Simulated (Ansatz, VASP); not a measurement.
## One calculation of CdS, two programs

File INCAR:

```
SYSTEM = CdS
ALGO = Normal
EDIFF = 1E-8
ENCUT = 520
GGA = CA
ISIF = 2
ISMEAR = -1
LASPH = .True.
LCHARG = .False.
LEFG = .True.
LREAL = .False.
LWAVE = .False.
NBANDS = 26
NELM = 80
PREC = Accurate
SIGMA = 0.02
```

KPOINTS

```
k-points
0
Gamma
  8 8 4
  0 0 0
```

File POSCAR:

```
CdS
1.0
    4.1485361787      0.0000000000      0.0000000000
   -2.0742680894      3.5927377193      0.0000000000
    0.0000000000      0.0000000000      6.7714220916
Cd S
2 2
Direct
    0.3333333333      0.6666666667      0.0000000000
    0.6666666667      0.3333333333      0.5000000000
    0.3333333333      0.6666666667      0.3850000000
    0.6666666667      0.3333333333      0.8850000000
```

Input for Ansatz:

```yaml
crystal:
  lattice:
    - [4.1485361787, 0.0, 0.0]
    - [-2.0742680894, 3.5927377193, 0.0]
    - [0.0, 0.0, 6.7714220916]
  atoms:
    - { symbol: Cd, position: [0.3333333333, 0.6666666667, 0.0] }
    - { symbol: Cd, position: [0.6666666667, 0.3333333333, 0.5] }
    - { symbol: S, position: [0.3333333333, 0.6666666667, 0.385] }
    - { symbol: S, position: [0.6666666667, 0.3333333333, 0.885] }
kpoints:
  mp_grid: { grid: [8, 8, 4] }
scf:
  occupations: { method: fermi_dirac, width: 0.02 }
hamiltonian:
  xc: lda
  pseudopotentials: { kind: paw }
output:
  forces: true
  stress: true
  eigenvalues: true
  efg: { contact_densities: true }
```

Change from the starting cell: volume scaled by 1.01, PAW files.

Alike in both runs: task electric field gradients; functional LDA; k mesh 8 × 8 × 4; occupations fermi-dirac, width 0.02 eV; no spin polarisation.

|  | VASP | Ansatz |
| --- | --- | --- |
| version | VASP 6.6.1 | Ansatz 0.2.0 |
| potentials or method | VASP PAW LDA potentials, release 64 (Cd, S) | PAW with Ansatz's default frozen-core files, scalar-relativistic |
| plane-wave cutoff (eV) | 520 | 420 |
| valence electrons in the cell | 36 | 52 |

Ansatz gave:

```
gap on the k mesh at the Fermi level (eV)                     : 0.92
pressure (GPa)                                                : -3.3
traceless stress, the component that is largest in VASP (GPa) : -1.11
rms of the force components (eV/Å)                            : 0.131
size of Vzz on the site where it differs most (V/Å²)          : 30.5
```

Question: Which values does VASP return?

Answer: gap on the k mesh at the Fermi level (eV): 0.95; pressure (GPa): -2.8; traceless stress, the component that is largest in VASP (GPa): -1.18; rms of the force components (eV/Å): 0.137; size of Vzz on the site where it differs most (V/Å²): 35.3.

LDA's correlation is that of Perdew and Zunger in VASP and of Perdew and Wang (1992) in Ansatz. Atom by atom the forces differ by 0.006 eV/Å (rms over components). VASP's potentials hold 36 valence electrons a cell and Ansatz's 52, so a difference there can come from the potentials and not from the codes.
